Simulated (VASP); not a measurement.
# Hf (Im-3m) in VASP: further runs, part 3 of 3

VASP 6.6.1. The steps go on from the part before.

## Step 5: Single point, PBE+D3(BJ), non-collinear spin, typed start, spin-orbit coupling

INCAR reads:

```
SYSTEM = Hf
PREC = Accurate
ENCUT = 520
EDIFF = 1E-7
ISMEAR = 1
SIGMA = 0.025
LREAL = .False.
LASPH = .True.
NELM = 150
ALGO = Normal
ISIF = 2
LWAVE = .False.
LCHARG = .False.
MAGMOM = 0.289 0.289 0.289
LORBIT = 11
LSORBIT = .True.
GGA_COMPAT = .False.
LORBMOM = .True.
LMAXMIX = 4
GGA = PE
IVDW = 12
NBANDS = 21
```

KPOINTS reads:

```
regular mesh
0
Gamma
  10 10 10
  0 0 0
```

POSCAR reads:

```
Hf
1.0
   -1.8050000000      1.8050000000      1.8050000000
    1.8050000000     -1.8050000000      1.8050000000
    1.8050000000      1.8050000000     -1.8050000000
Hf
1
Direct
    0.0000000000      0.0000000000      0.0000000000
```

Potentials or basis: VASP PAW PBE potentials, release 64 (Hf_pv).

Launch:

```console
$ cat potpaw_PBE.64/Hf_pv/POTCAR > POTCAR
$ mpirun -np 1 vasp_ncl > vasp.out
```

OUTCAR:

```text
SYSTEM = Hf
   PREC = Accurate
   ENCUT = 520
   EDIFF = 1E-7
   ISMEAR = 1
   LREAL = .False.
   LASPH = .True.
   NELM = 150
   ISIF = 2
   LORBIT = 11
   LSORBIT = .True.
   GGA = PE
   IVDW = 12
 IVDW          = 12

 ion  position               nearest neighbor table
   1  0.000  0.000  0.000-

  LATTYP: Found a body centered cubic cell.
 ALAT       =     3.6100000000

  Lattice vectors:

 A1 = (  -1.8050000000,   1.8050000000,   1.8050000000)
 A2 = (   1.8050000000,  -1.8050000000,   1.8050000000)
 A3 = (   1.8050000000,   1.8050000000,  -1.8050000000)

Analysis of symmetry for initial positions (statically):
=====================================================================
 Subroutine PRICEL returns:
 Original cell was already a primitive cell.

 Routine SETGRP: Setting up the symmetry group for a
 body centered cubic supercell.

 Subroutine GETGRP returns: Found 48 space group operations
[... 9 lines left out ...]

 Routine SETGRP: Setting up the symmetry group for a
 body centered cubic supercell.

 Subroutine GETGRP returns: Found 48 space group operations
 (whereof 48 operations were pure point group operations)
 out of a pool of 48 trial point group operations.

The dynamic configuration has the point symmetry O_h .

Analysis of structural, dynamic, and magnetic symmetry:
=====================================================================
 Subroutine PRICEL returns:
 Original cell was already a primitive cell.

 Routine SETGRP: Setting up the symmetry group for a
 body centered cubic supercell.

 Subroutine GETGRP returns: Found  6 space group operations
 (whereof  6 operations were pure point group operations)
 out of a pool of 48 trial point group operations.

The overall configuration has the point symmetry S_6 .

 Subroutine INISYM returns: Found  6 space group operations
 (whereof  6 operations are pure point group operations),
 and found     1 'primitive' translations

----------------------------------------------------------------------------------------

                                     Primitive cell

  volume of cell :      23.5229

  direct lattice vectors                    reciprocal lattice vectors
    -1.805000000  1.805000000  1.805000000     0.000000000  0.277008310  0.277008310
     1.805000000 -1.805000000  1.805000000     0.277008310  0.000000000  0.277008310
     1.805000000  1.805000000 -1.805000000     0.277008310  0.277008310  0.000000000

  length of vectors
     3.126351708  3.126351708  3.126351708     0.391748909  0.391748909  0.391748909

  position of ions in fractional coordinates (direct lattice)
     0.000000000  0.000000000  0.000000000

  ion indices of the primitive-cell ions
   primitive index   ion index
                 1           1

----------------------------------------------------------------------------------------

 KPOINTS: regular mesh

Automatic generation of k-mesh.
 Grid dimensions read from file:
 generate k-points for:   10   10   10

 Generating k-lattice:

  Cartesian coordinates                     Fractional coordinates (reciprocal lattice)
     0.000000000  0.027700831  0.027700831     0.100000000  0.000000000  0.000000000
     0.027700831  0.000000000  0.027700831     0.000000000  0.100000000  0.000000000
     0.027700831  0.027700831  0.000000000     0.000000000  0.000000000  0.100000000

  Length of vectors
     0.039174891  0.039174891  0.039174891
[... 79 lines left out ...]
   GGA     = PE    functional components
   LHFCALC =     F    Hartree Fock is set to
   AEXX    =    0.0000 exact exchange contribution
   IVDW    =    12    specifies the selected vdW correction
   LEPSILON=     F    determine dielectric tensor
   LRPA    =     F    only Hartree local field effects (RPA)
 Methfessel and Paxton  Order N= 1 SIGMA  =   0.03
  energy-cutoff  :      520.00
  volume of cell :       23.52
 maximum number of plane-waves:      1364
   NGX = 11   NGY = 11   NGZ = 11

 number of electron      10.0000001 magnetization       0.0371021      0.0371021      0.0371021

 Free energy of the ion-electron system (eV)
  ---------------------------------------------------
  ext. energy  EPLUGINS =         0.00000000
  ---------------------------------------------------
  free energy    TOTEN  =       -10.40912448 eV

  energy without entropy =      -10.40914655  energy(sigma->0) =      -10.40913184

 E-fermi :   4.2461     XC(G=0): -11.0597

 val. band max:        4.2413356337   @ k =  -0.4000   0.4000   0.1000
 cond. band min:       4.2769368669   @ k =   0.5000  -0.2000   0.0000
 fundamental gap:      0.0356012332
 Fermi energy:         4.2460685717

 k-point     1 :       0.0000    0.0000    0.0000
  band No.  band energies     occupation
      1     -30.6693      1.00000
      2     -30.6618      1.00000
      3     -23.5510      1.00000
      4     -23.5433      1.00000
      5     -23.5356      1.00000
      6     -23.5279      1.00000
[... 565 lines left out ...]
     20      15.1393      0.00000
     21      16.3868      0.00000

 [... further k-points ...]

------------------------ aborting loop because EDIFF is reached ----------------------------------------

 Edisp (eV)   -0.42696

 E8    (eV) :    -0.2288

  FORCE on cell =-STRESS in cart. coord.  units (eV):
  Direction    XX          YY          ZZ          XY          YZ          ZX
  --------------------------------------------------------------------------------------
  -------------------------------------------------------------------------------------
  Total      -1.26975    -1.26975    -1.26975     0.00010     0.00010     0.00010
  in kB     -86.48456   -86.48456   -86.48456     0.00698     0.00698     0.00698
  external pressure =      -86.48 kB  Pullay stress =        0.00 kB

 VOLUME and BASIS-vectors are now :
 -----------------------------------------------------------------------------
  energy-cutoff  :      520.00
  volume of cell :       23.52
      direct lattice vectors                 reciprocal lattice vectors
    -1.805000000  1.805000000  1.805000000     0.000000000  0.277008310  0.277008310
     1.805000000 -1.805000000  1.805000000     0.277008310  0.000000000  0.277008310
     1.805000000  1.805000000 -1.805000000     0.277008310  0.277008310  0.000000000

 POSITION                                       TOTAL-FORCE (eV/Angst)
 -----------------------------------------------------------------------------------
      0.00000      0.00000      0.00000         0.000000      0.000000      0.000000
 -----------------------------------------------------------------------------------
    total drift:                                0.000000      0.000000      0.000000

  FREE ENERGIE OF THE ION-ELECTRON SYSTEM (eV)
  ---------------------------------------------------
  free  energy   TOTEN  =       -10.8360846908 eV

  energy  without entropy=      -10.8361067563  energy(sigma->0) =      -10.83609205

 orbital moment (x)

 # of ion     p       d       tot
 ----------------------------------------
  1        -0.000  -0.003  -0.003
 ----------------------------------------
           -0.000  -0.003  -0.003

 orbital moment (y)

 # of ion     p       d       tot
 ----------------------------------------
  1        -0.000  -0.003  -0.003
 ----------------------------------------
           -0.000  -0.003  -0.003

 orbital moment (z)

 # of ion     p       d       tot
 ----------------------------------------
  1        -0.000  -0.003  -0.003
 ----------------------------------------
           -0.000  -0.003  -0.003

 Spin-Orbit-Coupling matrix elements

 Ion:    1  E_soc:     -1.3579993
 l=   1
     0.0000000    -0.2175997    -0.2175997
    -0.2175997     0.0000000    -0.2175997
    -0.2175997    -0.2175997     0.0000000
 l=   2
     0.0000000    -0.0014728     0.0000000    -0.0014728    -0.0072607
    -0.0014728     0.0000000    -0.0054455    -0.0014728    -0.0018152
     0.0000000    -0.0054455     0.0000000    -0.0054455     0.0000000
    -0.0014728    -0.0014728    -0.0054455     0.0000000    -0.0018152
    -0.0072607    -0.0018152     0.0000000    -0.0018152     0.0000000
 l=   3
     0.0000000     0.0000000     0.0000000     0.0000000     0.0000000     0.0000000     0.0000000
     0.0000000     0.0000000     0.0000000     0.0000000     0.0000000     0.0000000     0.0000000
     0.0000000     0.0000000     0.0000000     0.0000000     0.0000000     0.0000000     0.0000000
     0.0000000     0.0000000     0.0000000     0.0000000     0.0000000     0.0000000     0.0000000
     0.0000000     0.0000000     0.0000000     0.0000000     0.0000000     0.0000000     0.0000000
     0.0000000     0.0000000     0.0000000     0.0000000     0.0000000     0.0000000     0.0000000
     0.0000000     0.0000000     0.0000000     0.0000000     0.0000000     0.0000000     0.0000000

 total charge

# of ion       s       p       d       tot
------------------------------------------
    1        0.372   6.397   1.529   8.298

 magnetization (x)

# of ion       s       p       d       tot
------------------------------------------
    1        0.000   0.006   0.019   0.025

 magnetization (y)

# of ion       s       p       d       tot
------------------------------------------
    1        0.000   0.006   0.019   0.025

 magnetization (z)

# of ion       s       p       d       tot
------------------------------------------
    1        0.000   0.006   0.019   0.025
```

Run time: 4.4 min. Hardware: 1 thread of Intel Xeon Platinum 8259CL at 2.50GHz (Skylake/Cascade Lake), shared host; peak memory 0.28 GiB.

Results:

```
Free energy                                           : -10.8361 eV
Pressure                                              : -8.6 GPa
Net moment                                            : 0.06 μB per cell
Valence electrons inside the program's atomic spheres : Hf 8.30
Dispersion energy per atom                            : -0.427 eV
```

Moments on the atoms (μB; x, y, z):
```
Hf  0.03 0.03 0.03
```

Caveat: three body term missing.

## Step 6: Summary

| task | level | spin | cell | cutoff (eV) | smearing | gap on the mesh (eV) | pressure (GPa) |
| --- | --- | --- | --- | --- | --- | --- | --- |
| single point | PBE+D4 | off | a = 3.126 Å, angles 109.5°, 1 atom | 520 | tetrahedron | none | -6.8 |
| single point | r2SCAN | off | a = 3.066 Å, angles 109.5°, 1 atom | 520 | fermi-dirac 0.05 eV | none | -0.4 |
| relaxation of cell and atoms | r2SCAN | off | relaxed from a = 3.126 Å, angles 109.5°, 1 atom | 600 | fermi-dirac 0.05 eV | none | 0.0 |
| single point | PBE+D3(BJ) | non-collinear, typed start, SOC | a = 3.126 Å, angles 109.5°, 1 atom | 520 | methfessel-paxton 0.025 eV | - | -8.6 |

Alike in all rows: potentials or basis VASP PAW PBE potentials, release 64 (Hf_pv); k mesh 10 × 10 × 10.

Caveats: spin-orbit coupling is left out, which moves the levels of the heavy elements (some runs); the PAW data sets were made with another functional, which shifts forces and pressure a little (some runs); pairwise dispersion overbinds metals, which lowers pressure and volume (some runs); three body term missing (some runs).

Total energies depend on the potentials used, so only differences within one code and one set of settings carry meaning.
